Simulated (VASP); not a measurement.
# Cu3P14Pd2Au in VASP: a series of runs, part 2 of 3

VASP 6.6.1. The steps go on from the part before.

## Step 3: Single point, PBE

Input file INCAR:

```
SYSTEM = Cu3P14Pd2Au
ALGO     = Normal         ! electronic algorithm
EDIFF    = 1E-6           ! SCF threshold, eV
ENCUT    = 400            ! plane-wave cutoff, eV
GGA      = PE             ! functional
GGA_COMPAT= .False.      
ISIF     = 2              ! what is computed and relaxed
ISMEAR   = -1             ! smearing method
ISYM     = -1           
LASPH    = .True.         ! aspherical terms in the spheres
LCHARG   = .True.         ! write CHGCAR
LELF     = .True.         ! ELF
LREAL    = Auto         
LVHAR    = .True.       
LWAVE    = .False.        ! write WAVECAR
NBANDS   = 83             ! bands
NELM     = 120            ! most SCF steps
PREC     = Accurate       ! precision mode
SIGMA    = 0.1318         ! smearing width, eV
```

Input file KPOINTS:

```
explicit points
1
Reciprocal
  0.25000000   0.25000000   0.25000000 1
```

Input file POSCAR:

```
Cu3P14Pd2Au
1.0
    6.7193520000     -0.0002850000      0.1347800000
   -0.0002850000      6.4739890000     -0.0745910000
    0.1347800000     -0.0745910000      6.2227980000
P Cu Pd Au
14 3 2 1
Direct
    0.3699707609      0.0600892346     -0.0099395068
    0.8105775252      0.4924203898      0.8115345365
    0.9327213580      0.7011569466      0.4640577781
    0.2245706030      1.0387182274      0.6966842577
    0.0096955459      0.2894166041      0.2457018705
    0.5534725425      0.3097560996      0.6666600761
    0.2731854689      0.0943835424      0.3089669993
    0.9295402525      0.1902120298     -0.1409329581
    0.4184635564      0.4488282221      0.4074045193
    0.9387889785      0.0266432075      0.4937898297
    0.7079548041      0.0587576963      0.2773647235
    0.5565606621      0.7736403365      0.5500852447
    1.0958183018      0.7109359716      0.8068312734
    0.1288394940      0.5811722901      1.1309446708
    0.0740796038      0.4033157604      0.5830687862
    0.8799201712      0.8367301431      0.0758799976
    0.3408201302      0.4436255730      0.8859104438
    0.6681307631      0.9703929313      0.8261150233
    0.4327303444      0.7749820092      0.1905280048
    0.6847074092      0.4987978647      0.1373724435
```

Potentials or basis: VASP PAW PBE potentials, release 64 (P, Cu, Pd, Au).

Command:

```
$ cat potpaw_PBE.64/P/POTCAR potpaw_PBE.64/Cu/POTCAR potpaw_PBE.64/Pd/POTCAR potpaw_PBE.64/Au/POTCAR > POTCAR
$ mpirun -np 1 vasp_std > vasp.out
```

OUTCAR:

```text
SYSTEM = Cu3P14Pd2Au
   EDIFF = 1E-6
   ENCUT = 400
   GGA = PE
   ISIF = 2
   ISMEAR = -1
   ISYM = -1
   LASPH = .True.
   LREAL = Auto
   NELM = 120
   PREC = Accurate

 ion  position               nearest neighbor table
   1  0.370  0.060  0.990-   7 2.07   4 2.11  18 2.28  19 2.30  17 2.59   6 2.85  11 2.95
   2  0.811  0.492  0.812-   8 2.15  20 2.16  15 2.29   6 2.30  13 2.38   3 2.68  16 2.79
   3  0.933  0.701  0.464-  10 2.11  15 2.30  13 2.44  14 2.52  12 2.60  16 2.63   2 2.68  20 2.96

   4  0.225  0.039  0.697-   1 2.11  10 2.34   8 2.39  13 2.40   7 2.46  15 2.69   6 2.82  12 2.92
                            18 3.15
   5  0.010  0.289  0.246-  14 2.18   7 2.23  15 2.27  10 2.36  11 2.52   8 2.56  20 2.69
   6  0.553  0.310  0.667-   9 2.10  17 2.11   2 2.30  18 2.56   4 2.82   1 2.85   8 2.95
   7  0.273  0.094  0.309-   1 2.07   5 2.23  19 2.42   4 2.46  10 2.52   9 2.56  11 2.93
   8  0.930  0.190  0.859-   2 2.15  18 2.27   4 2.39  15 2.40  10 2.48   5 2.56  16 2.70   6 2.95
                            20 3.05
   9  0.418  0.449  0.407-   6 2.10  20 2.43  12 2.46  19 2.53  15 2.54   7 2.56  14 2.80
  10  0.939  0.027  0.494-  11 2.11   3 2.11   4 2.34   5 2.36   8 2.48   7 2.52  15 2.66  18 2.73
[... 7 lines left out ...]
  15  0.074  0.403  0.583-   5 2.27   2 2.29   3 2.30   8 2.40  13 2.41   9 2.54  10 2.66  17 2.66
                             4 2.69
  16  0.880  0.837  0.076-  11 2.18  13 2.30  18 2.33  14 2.39  20 2.58   3 2.63   8 2.70   2 2.79
                            19 3.09
  17  0.341  0.444  0.886-   6 2.11  14 2.21  13 2.46   1 2.59  15 2.66  20 2.86  19 2.91
  18  0.668  0.970  0.826-  12 2.27   8 2.27   1 2.28  16 2.33   6 2.56  10 2.73  11 2.88  19 3.01
                             4 3.15
  19  0.433  0.775  0.191-   1 2.30   7 2.42  12 2.42  14 2.43  20 2.47   9 2.53  11 2.67  17 2.91
                            18 3.01  16 3.09
  20  0.685  0.499  0.137-   2 2.16   9 2.43  19 2.47  16 2.58   5 2.69  17 2.86   3 2.96  11 3.00
                            14 3.03   8 3.05  12 3.18

IMPORTANT INFORMATION: All symmetrisations will be switched off!
NOSYMM: (Re-)initialisation of all symmetry stuff for point group C_1.

----------------------------------------------------------------------------------------

                                     Primitive cell

  volume of cell :     270.5430

[... 112 lines left out ...]
   LRPA    =     F    only Hartree local field effects (RPA)
 non-spin polarized calculation
  energy-cutoff  :      400.00
  volume of cell :      270.54
 maximum number of plane-waves:      4907
 NGX is ok and might be reduce to    48
   NGX = 21   NGY = 21   NGZ = 21

 number of electron     134.0000026 magnetization

 Free energy of the ion-electron system (eV)
  ---------------------------------------------------
  ext. energy  EPLUGINS =         0.00000000
  ---------------------------------------------------
  free energy    TOTEN  =       -91.09369617 eV

  energy without entropy =      -90.67053504  energy(sigma->0) =      -90.88211561

 E-fermi :  10.4768     XC(G=0): -11.9445

 val. band max:       10.3654062960   @ k =   0.2500   0.2500   0.2500
 cond. band min:      10.5581747051   @ k =   0.2500   0.2500   0.2500
 fundamental gap:      0.1927684091
 Fermi energy:        10.4768124961

 k-point     1 :       0.2500    0.2500    0.2500
  band No.  band energies     occupation
      1      -5.9721      2.00000
      2      -4.6493      2.00000
      3      -4.4199      2.00000
      4      -3.9618      2.00000
      5      -2.8800      2.00000
      6      -2.6275      2.00000
[... 71 lines left out ...]
     78      13.1326      0.00000
     79      13.5116      0.00000
 [bands above 79 left out]

------------------------ aborting loop because EDIFF is reached ----------------------------------------

  FORCE on cell =-STRESS in cart. coord.  units (eV):
  Direction    XX          YY          ZZ          XY          YZ          ZX
  --------------------------------------------------------------------------------------
  -------------------------------------------------------------------------------------
  Total       36.1015291     45.5320809     58.9253380     -5.5605628     -0.5273979      2.1099742
  in kB      213.7961331    269.6446130    348.9605490    -32.9300961     -3.1232926     12.4954355
  external PRESSURE =     277.4670984 kB  Pullay stress =       0.0000000 kB

 VOLUME and BASIS-vectors are now :
 -----------------------------------------------------------------------------
  energy-cutoff  :      400.00
  volume of cell :      270.54
      direct lattice vectors                 reciprocal lattice vectors
     6.719352000 -0.000285000  0.134780000     0.148888565 -0.000030605 -0.003225154
    -0.000285000  6.473989000 -0.074591000    -0.000030605  0.154485614  0.001852440
     0.134780000 -0.074591000  6.222798000    -0.003225154  0.001852440  0.160791474

 POSITION                                       TOTAL-FORCE (eV/Angst)
 -----------------------------------------------------------------------------------
      2.61939      0.31506      6.20633         0.232049      0.772783     -0.909010
      5.55579      3.12716      5.12254        -0.286635      0.451783     -2.826223
      6.32963      4.50440      2.96115        -0.641207     -0.520888     -0.557112
      1.60286      0.19863      4.36271         0.309971      0.267342      0.304314
      0.09818      1.85535      1.50867        -1.521576      0.627389     -2.079930
      3.80874      1.95547      4.19998         1.025593     -0.734725      0.582851
[... 12 lines left out ...]
      2.93313      5.00289      1.18613        -1.299097      0.580224      0.292851
      4.61916      3.21877      0.90992        -0.082694     -2.094666      2.332691
 -----------------------------------------------------------------------------------
    total drift:                               -0.002142     -0.002170     -0.001033

  FREE ENERGIE OF THE ION-ELECTRON SYSTEM (eV)
  ---------------------------------------------------
  free  energy   TOTEN  =       -91.0936961663 eV

  energy  without entropy=      -90.6705350440  energy(sigma->0) =      -90.88211561
```

OSZICAR:

```text
N       E                     dE             d eps       ncg     rms          rms(c)
DAV:   1     0.111472360014E+04    0.11147E+04   -0.46974E+04   166   0.142E+03
DAV:   2     0.697207702071E+02   -0.10450E+04   -0.98785E+03   177   0.386E+02
DAV:   3    -0.867663353639E+02   -0.15649E+03   -0.14542E+03   212   0.149E+02
[... 12 lines left out ...]
DAV:  16    -0.910937511209E+02    0.59998E-04   -0.13058E-04   260   0.177E-01    0.853E-02
DAV:  17    -0.910937021162E+02    0.49005E-04   -0.22136E-04   268   0.364E-01    0.452E-02
DAV:  18    -0.910937072259E+02   -0.51097E-05   -0.92114E-05   260   0.187E-01    0.295E-02
DAV:  19    -0.910936966992E+02    0.10527E-04   -0.20773E-05   260   0.740E-02    0.905E-03
DAV:  20    -0.910936961663E+02    0.53297E-06   -0.48575E-06   156   0.340E-02
   1 F= -.91093696E+02 E0= -.90882116E+02  d E =-.423161E+00
```

Wall time 46 s (1 thread of Intel Xeon Platinum 8559C (Emerald Rapids), shared host); peak memory 0.27 GiB.

What came out:

```yaml
Free_energy: -91.0937 eV
Pressure: 27.7 GPa
Largest_force: 3.136 eV/Å
```

Forces on the atoms (eV/Å):
```
P    0.232  0.773 -0.909
P   -0.287  0.452 -2.826
P   -0.641 -0.521 -0.557
P    0.310  0.267  0.304
P   -1.522  0.627 -2.080
P    1.026 -0.735  0.583
P   -0.152 -0.012  0.570
P    2.060 -0.446  1.030
P   -0.101  0.998 -0.134
P    0.287 -0.803  1.131
P   -1.055  0.561 -0.298
P   -0.333 -0.761 -0.573
P    0.165 -0.228 -0.929
P    0.104  1.017  0.921
Cu   0.950  0.101  0.115
Cu   1.405 -0.845  0.846
Cu  -0.784  0.496  0.755
Pd  -0.283  0.571 -0.574
Pd  -1.299  0.580  0.293
Au  -0.083 -2.095  2.333
```

Levels at points of the mesh, in eV from the Fermi level:
```
           k point  band 64  band 65  band 66  band 67  band 68  band 69  band 70  band 71
(0.25, 0.25, 0.25)    -1.00    -0.82    -0.36    -0.11     0.08     0.58     0.75     1.08
```

Caveat: the atoms stand as in a frame of molecular dynamics; spin-orbit coupling is left out, which moves the levels of the heavy elements.

[end of part 2 of 3]
